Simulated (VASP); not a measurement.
# SnO2 in VASP: a series of runs

The runs below take SnO2 through single point, with r2SCAN.

Everything below comes from runs of VASP 6.6.1. Logs are shortened: lines on timing, memory, paths and dates and some standing lists are left out, and cuts for length are marked.

### Step 1. The cell of the first run

The structure is tetragonal, space group I4/mmm (No. 139). Conventional cell: a = 3.583 Å, b = 3.583 Å, c = 5.320 Å, α = 90.00°, β = 90.00°, γ = 90.00°. Sn (site symmetry 4/mmm) has 8 O at 2.23 Å within 3.0 Å. Within 3.0 Å of O (site symmetry -4m2) lie 4 Sn at 2.23 Å and 6 O at 2.53 to 2.66 Å.

### Step 2. Single point, r2SCAN (uniaxial x strain +5.0%)

The input, POSCAR:

```
SnO2
1.0
    0.0000000000      2.5334669716      2.5334669716
    2.6601403202      0.0000000000      2.5334669716
    2.6601403202      2.5334669716      0.0000000000
Sn O
1 2
Direct
    0.0000000000      0.0000000000      0.0000000000
    0.2500000000      0.2500000000      0.2500000000
    0.7500000000      0.7500000000      0.7500000000
```

The input, INCAR.step1:

```
  PREC = Accurate
  ENCUT = 520
  ISMEAR = -1
  SIGMA = 0.02
  LREAL = False
  LASPH = True
  NELM = 80
  NBANDS = 20
  GGA = PE
  ALGO = Normal
  EDIFF = 1E-4
  LWAVE = True
  LCHARG = False
```

The input, INCAR.step2:

```
  PREC = Accurate
  ENCUT = 520
  EDIFF = 1E-6
  ISMEAR = -1
  SIGMA = 0.02
  LREAL = False
  LASPH = True
  NELM = 80
  ALGO = Normal
  ISIF = 2
  LWAVE = False
  LCHARG = False
  METAGGA = R2SCAN
  LMIXTAU = True
  NBANDS = 20
  ISTART = 1
```

The input, KPOINTS:

```
Automatic mesh
0
Gamma
  8 8 8
```

Potentials or basis: VASP PAW PBE potentials, release 64 (Sn_d, O).

Run with:

```bash
> cat potpaw_PBE.64/Sn_d/POTCAR potpaw_PBE.64/O/POTCAR > POTCAR
> cp INCAR.step1 INCAR
> mpirun -np 1 vasp_std > vasp.out
> cp INCAR.step2 INCAR
> mpirun -np 1 vasp_std > vasp.out
```

OUTCAR:

```text
PREC = Accurate
   ENCUT = 520
   EDIFF = 1E-6
   ISMEAR = -1
   LREAL = False
   LASPH = True
   NELM = 80
   ISIF = 2
   METAGGA = R2SCAN
   ISTART = 1

 ion  position               nearest neighbor table
   1  0.000  0.000  0.000-   2 2.23   3 2.23   3 2.23   3 2.23   3 2.23   2 2.23   2 2.23   2 2.23

   2  0.250  0.250  0.250-   1 2.23   1 2.23   1 2.23   1 2.23
   3  0.750  0.750  0.750-   1 2.23   1 2.23   1 2.23   1 2.23

  LATTYP: Found a body centered tetragonal cell.
 ALAT       =     3.5828633511
 C/A-ratio  =     1.4849242405

  Lattice vectors:

 A1 = (   2.6601403202,   0.0000000000,   2.5334669716)
 A2 = (   2.6601403202,   0.0000000000,  -2.5334669716)
 A3 = (  -2.6601403202,   2.5334669716,   0.0000000000)

Analysis of symmetry for initial positions (statically):
=====================================================================
 Subroutine PRICEL returns:
 Original cell was already a primitive cell.

 Routine SETGRP: Setting up the symmetry group for a
 body centered tetragonal supercell.

 Subroutine GETGRP returns: Found 16 space group operations
 (whereof 16 operations were pure point group operations)
 out of a pool of 16 trial point group operations.

The static configuration has the point symmetry D_4h.

Analysis of symmetry for dynamics (positions and initial velocities):
=====================================================================
 Subroutine PRICEL returns:
 Original cell was already a primitive cell.

 Routine SETGRP: Setting up the symmetry group for a
 body centered tetragonal supercell.

 Subroutine GETGRP returns: Found 16 space group operations
 (whereof 16 operations were pure point group operations)
 out of a pool of 16 trial point group operations.

The dynamic configuration has the point symmetry D_4h.

 Subroutine INISYM returns: Found 16 space group operations
 (whereof 16 operations are pure point group operations),
 and found     1 'primitive' translations

----------------------------------------------------------------------------------------

                                     Primitive cell

  volume of cell :      34.1480

  direct lattice vectors                    reciprocal lattice vectors
     0.000000000  2.533466972  2.533466972    -0.187960010  0.197358010  0.197358010
     2.660140320  0.000000000  2.533466972     0.187960010 -0.197358010  0.197358010
     2.660140320  2.533466972  0.000000000     0.187960010  0.197358010 -0.197358010

  length of vectors
     3.582863351  3.673527109  3.673527109     0.336495666  0.336495666  0.336495666

  position of ions in fractional coordinates (direct lattice)
     0.000000000  0.000000000  0.000000000
     0.250000000  0.250000000  0.250000000
     0.750000000  0.750000000  0.750000000

  ion indices of the primitive-cell ions
   primitive index   ion index
                 1           1
                 2           2
                 3           3

----------------------------------------------------------------------------------------

 KPOINTS: Automatic mesh

Automatic generation of k-mesh.
 Grid dimensions read from file:
 generate k-points for:    8    8    8

 Generating k-lattice:

  Cartesian coordinates                     Fractional coordinates (reciprocal lattice)
    -0.023495001  0.024669751  0.024669751     0.125000000 -0.000000000 -0.000000000
     0.023495001 -0.024669751  0.024669751     0.000000000  0.125000000  0.000000000
     0.023495001  0.024669751 -0.024669751     0.000000000  0.000000000  0.125000000

  Length of vectors
     0.042061958  0.042061958  0.042061958

  Shift w.r.t. Gamma in fractional coordinates (k-lattice)
     0.000000000  0.000000000  0.000000000

 Subroutine IBZKPT returns following result:
 ===========================================

 Found     59 irreducible k-points:

 Following reciprocal coordinates:
            Coordinates               Weight
  0.000000  0.000000  0.000000      1.000000
  0.125000  0.000000  0.000000      8.000000
  0.250000  0.000000  0.000000      8.000000
  0.375000 -0.000000 -0.000000      8.000000
  0.500000  0.000000  0.000000      4.000000
  0.125000  0.125000  0.000000      4.000000
[... 16 lines left out ...]
  0.250000  0.125000  0.125000      4.000000
  0.375000  0.125000  0.125000      8.000000
 [... further k-points ...]
   k-points           NKPTS =     59   k-points in BZ     NKDIM =     59   number of bands    NBANDS=     20
   number of dos      NEDOS =    301   number of ions     NIONS =      3
   total plane-waves  NPLWV =  21952
   dimension x,y,z NGX =    28 NGY =   28 NGZ =   28
   dimension x,y,z NGXF=    56 NGYF=   56 NGZF=   56
   ions per type =               1   2
   NGX,Y,Z   is equivalent  to a cutoff of  12.99, 12.67, 12.67 a.u.
   NGXF,Y,Z  is equivalent  to a cutoff of  25.98, 25.34, 25.34 a.u.
 SYSTEM =  unknown system
   PREC   = accura    normal or accurate (medium, high low for compatibility)
   ISTART =      1    job   : 0-new  1-cont  2-samecut
   ICHARG =      0    charge: 1-file 2-atom 10-const
   ISPIN  =      1    spin polarized calculation?
   LNONCOLLINEAR =      F non collinear calculations
   LSORBIT =      F    spin-orbit coupling
   LASPH  =      T    aspherical Exc in radial PAW
   ENCUT  =  520.0 eV  38.22 Ry    6.18 a.u.   6.66  6.83  6.83*2*pi/ulx,y,z
   NELM   =     80;   NELMIN=  2; NELMDL=  0     # of ELM steps
   EDIFF  = 0.1E-05   stopping-criterion for ELM
   LREAL  =      F    real-space projection
   EDIFFG = 0.1E-04   stopping-criterion for IOM
   NSW    =      0    number of steps for IOM
   IBRION =     -1    ionic relax: 0-MD 1-quasi-New 2-CG
   NFREE  =      0    steps in history (QN), initial steepest desc. (CG)
   ISIF   =      2    stress and relaxation
   ISYM   =      2    0-nonsym 1-usesym 2-fastsym
   POTIM  = 0.5000    time-step for ionic-motion
   TEBEG  =    0.0;   TEEND  =   0.0 temperature during run
   PSTRESS=    0.0 pullay stress
   NELECT =      26.0000    total number of electrons
   NUPDOWN=      -1.0000    fix difference up-down
   EMIN   =  10.00;   EMAX   =-10.00  energy-range for DOS
   EFERMI =   0.00;   METHOD = LEGACY
   ISMEAR =    -1;   SIGMA  =   0.02  broadening in eV -4-tet -1-fermi 0-gaus
   EFERMI_NEDOS =   21; number of points for ismear=-14 and -15
   IALGO  =     38    algorithm
   IMIX   =      4    mixing-type and parameters
     AMIX     =   0.40;   BMIX     =  1.00
     AMIX_MAG =   1.60;   BMIX_MAG =  1.00
  volume/ion in A,a.u.               =      11.38        76.81
  Fermi-wavevector in a.u.,A,eV,Ry     =   1.494896  2.824944 30.405124  2.234714
  Thomas-Fermi vector in A             =   2.607110
   LORBIT       =      0    0 simple, 1 ext, 2 COOP (PROOUT), +10 PAW based schemes
   METAGGA = R2SCAN    functional components
   LHFCALC =     F    Hartree Fock is set to
   AEXX    =    0.0000 exact exchange contribution
   IVDW    =     0    specifies the selected vdW correction
   LEPSILON=     F    determine dielectric tensor
   LRPA    =     F    only Hartree local field effects (RPA)
 non-spin polarized calculation
  energy-cutoff  :      520.00
  volume of cell :       34.15
 maximum number of plane-waves:       938
   NGX = 13   NGY = 13   NGZ = 13

 number of electron      25.9999996 magnetization

 Free energy of the ion-electron system (eV)
  ---------------------------------------------------
  ext. energy  EPLUGINS =         0.00000000
  ---------------------------------------------------
  free energy    TOTEN  =       -41.36774262 eV

  energy without entropy =      -41.36764008  energy(sigma->0) =      -41.36769135

 E-fermi :   7.2778     XC(G=0): -12.4796

 val. band max:        7.2276434252   @ k =   0.5000  -0.2500   0.2500
 cond. band min:       7.3055611859   @ k =   0.0000   0.0000   0.0000
 fundamental gap:      0.0779177607
 Fermi energy:         7.2778491306

 k-point     1 :       0.0000    0.0000    0.0000
  band No.  band energies     occupation
      1     -14.2056      2.00000
      2     -14.1527      2.00000
      3     -14.1527      2.00000
      4     -14.0371      2.00000
      5     -14.0150      2.00000
      6     -13.2236      2.00000
[... 12 lines left out ...]
     19      22.4517      0.00000
     20      23.6703      0.00000

 k-point     2 :       0.1250    0.0000    0.0000
  band No.  band energies     occupation
      1     -14.2425      2.00000
      2     -14.1709      2.00000
      3     -14.1428      2.00000
      4     -14.0384      2.00000
      5     -14.0129      2.00000
      6     -13.0722      2.00000
[... 12 lines left out ...]
     19      22.5294      0.00000
     20      23.6574      0.00000

 k-point     3 :       0.2500    0.0000    0.0000
  band No.  band energies     occupation
      1     -14.4106      2.00000
      2     -14.1558      2.00000
      3     -14.1242      2.00000
      4     -14.0359      2.00000
      5     -14.0039      2.00000
      6     -12.5957      2.00000
[... 12 lines left out ...]
     19      23.4079      0.00000
     20      23.5848      0.00000

 k-point     4 :       0.3750   -0.0000   -0.0000
  band No.  band energies     occupation
      1     -14.5837      2.00000
      2     -14.1422      2.00000
      3     -14.1160      2.00000
      4     -14.0226      2.00000
      5     -13.9884      2.00000
      6     -11.8706      2.00000
[... 12 lines left out ...]
     19      23.2937      0.00000
     20      23.3086      0.00000

 k-point     5 :       0.5000    0.0000    0.0000
  band No.  band energies     occupation
      1     -14.6534      2.00000
      2     -14.1387      2.00000
      3     -14.1156      2.00000
      4     -14.0141      2.00000
      5     -13.9797      2.00000
      6     -11.2941      2.00000
[... 12 lines left out ...]
     19      22.8962      0.00000
     20      23.0352      0.00000

 k-point     6 :       0.1250    0.1250    0.0000
  band No.  band energies     occupation
      1     -14.2474      2.00000
      2     -14.1820      2.00000
      3     -14.1358      2.00000
      4     -14.0443      2.00000
      5     -14.0095      2.00000
      6     -13.0247      2.00000
[... 12 lines left out ...]
     19      22.6368      0.00000
     20      23.6776      0.00000

 k-point     7 :       0.2500    0.1250    0.0000
  band No.  band energies     occupation
      1     -14.3701      2.00000
      2     -14.1660      2.00000
      3     -14.1273      2.00000
      4     -14.0510      2.00000
      5     -14.0007      2.00000
      6     -12.6641      2.00000
[... 12 lines left out ...]
     19      23.1846      0.00000
     20      24.6512      0.00000
[... 277 lines left out ...]
 k-point    20 :      -0.3750    0.3750    0.0000
  band No.  band energies     occupation
      1     -14.6165      2.00000
      2     -14.2608      2.00000
      3     -14.0791      2.00000
      4     -14.0538      2.00000
      5     -13.9878      2.00000
      6     -10.9957      2.00000
[... 12 lines left out ...]
     19      24.2434      0.00000
     20      26.1739      0.00000

 k-point    21 :       0.5000    0.5000    0.0000
  band No.  band energies     occupation
      1     -14.7528      2.00000
      2     -14.0989      2.00000
      3     -14.0380      2.00000
      4     -14.0315      2.00000
      5     -13.9716      2.00000
      6     -11.5626      2.00000
[... 12 lines left out ...]
     19      25.1445      0.00000
     20      25.7754      0.00000

 k-point    22 :       0.0000    0.1250    0.1250
  band No.  band energies     occupation
      1     -14.2875      2.00000
      2     -14.1338      2.00000
      3     -14.1338      2.00000
      4     -14.0327      2.00000
      5     -14.0186      2.00000
      6     -13.0557      2.00000
[... 12 lines left out ...]
     19      22.8093      0.00000
     20      23.8529      0.00000

 k-point    23 :       0.2500    0.1250    0.1250
  band No.  band energies     occupation
      1     -14.3038      2.00000
      2     -14.1984      2.00000
      3     -14.1305      2.00000
      4     -14.0462      2.00000
      5     -14.0078      2.00000
      6     -12.7926      2.00000
[... 12 lines left out ...]
     19      23.4758      0.00000
     20      23.4892      0.00000

 k-point    24 :       0.3750    0.1250    0.1250
  band No.  band energies     occupation
      1     -14.4542      2.00000
      2     -14.2080      2.00000
      3     -14.1099      2.00000
      4     -14.0456      2.00000
      5     -14.0018      2.00000
      6     -12.2041      2.00000
[... 12 lines left out ...]
     19      23.3159      0.00000
     20      25.1162      0.00000

 [... further k-points ...]

------------------------ aborting loop because EDIFF is reached ----------------------------------------

  FORCE on cell =-STRESS in cart. coord.  units (eV):
  Direction    XX          YY          ZZ          XY          YZ          ZX
  --------------------------------------------------------------------------------------
  -------------------------------------------------------------------------------------
  Total       -4.9631733     -0.2275640     -0.2275640      0.0000000      0.0000000     -0.0000000
  in kB     -232.8654104    -10.6769964    -10.6769964      0.0000000      0.0000000     -0.0000000
  external PRESSURE =     -84.7398010 kB  Pullay stress =       0.0000000 kB

 VOLUME and BASIS-vectors are now :
 -----------------------------------------------------------------------------
  energy-cutoff  :      520.00
  volume of cell :       34.15
      direct lattice vectors                 reciprocal lattice vectors
     0.000000000  2.533466972  2.533466972    -0.187960010  0.197358010  0.197358010
     2.660140320  0.000000000  2.533466972     0.187960010 -0.197358010  0.197358010
     2.660140320  2.533466972  0.000000000     0.187960010  0.197358010 -0.197358010

 POSITION                                       TOTAL-FORCE (eV/Angst)
 -----------------------------------------------------------------------------------
      0.00000      0.00000      0.00000        -0.000000      0.000000     -0.000000
      1.33007      1.26673      1.26673         0.000000      0.000000      0.000000
      3.99021      3.80020      3.80020        -0.000000     -0.000000     -0.000000
 -----------------------------------------------------------------------------------
    total drift:                                0.000000     -0.000000      0.000000

  FREE ENERGIE OF THE ION-ELECTRON SYSTEM (eV)
  ---------------------------------------------------
  free  energy   TOTEN  =       -41.3677426186 eV

  energy  without entropy=      -41.3676400833  energy(sigma->0) =      -41.36769135
```

Run time: 2 min. Hardware: 1 thread of Intel Xeon Platinum 8375C at 2.90GHz (Ice Lake), shared host; peak memory 0.19 GiB.

Results:

* Free energy: -41.3677 eV
* Pressure: -8.5 GPa
* Band gap on the k mesh: 0.08 eV, indirect (least direct gap 1.34 eV)

Stress tensor (GPa, compression positive):
```
-23.29   0.00   0.00
  0.00  -1.07   0.00
  0.00   0.00  -1.07
```

Caveat: the cell differs from its parent crystal (uniaxial x strain +5.0%); the PAW data sets were made with another functional, which shifts forces and pressure a little; spin-orbit coupling is left out, which moves the levels of the heavy elements.

(Continued in part 2 of 2.)
